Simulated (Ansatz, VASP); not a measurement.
One calculation of Sn3Mo2, two programs

```
Sn Mo
1.0
     4.68818    0.00000    0.00000
    -2.34409    4.06008    0.00000
     0.00000    0.00000    8.87362
Sn Mo
3 2
Direct
  0.00000 0.00000 0.68248
  0.00000 0.00000 0.31752
  0.00000 0.00000 0.00000
  0.33333 0.66667 0.00000
  0.66667 0.33333 0.00000
```

Alike in both runs: functional PBE; k mesh 12 × 12 × 4; occupations gaussian, width 0.1 eV; no spin polarisation.

Ansatz relaxed the structure, and its values are those at the end. VASP's run is a single point on that final structure, the one shown.

|  | VASP | Ansatz |
| --- | --- | --- |
| version | VASP 6.6.1 | Ansatz 0.2.0 |
| potentials or method | VASP PAW PBE potentials, release 64 (Sn_d, Mo_sv), cutoff 520 eV | scalar-relativistic, plane waves, PAW |
| valence electrons in the cell | 70 | 70 |

Ansatz gave:

| Property | Result |
| --- | --- |
| gap on the k mesh at the Fermi level (eV) | none |
| pressure (GPa) | 0.0 |
| rms of the force components (eV/Å) | 0.002 |

Q: Which values does VASP return?

A: gap on the k mesh at the Fermi level (eV): none; pressure (GPa): 0.0; rms of the force components (eV/Å): 0.003.

A gap of «none» marks a metal or a gap that the smearing closes. With one functional, cell and mesh, what is left measures potentials, basis and numerics.
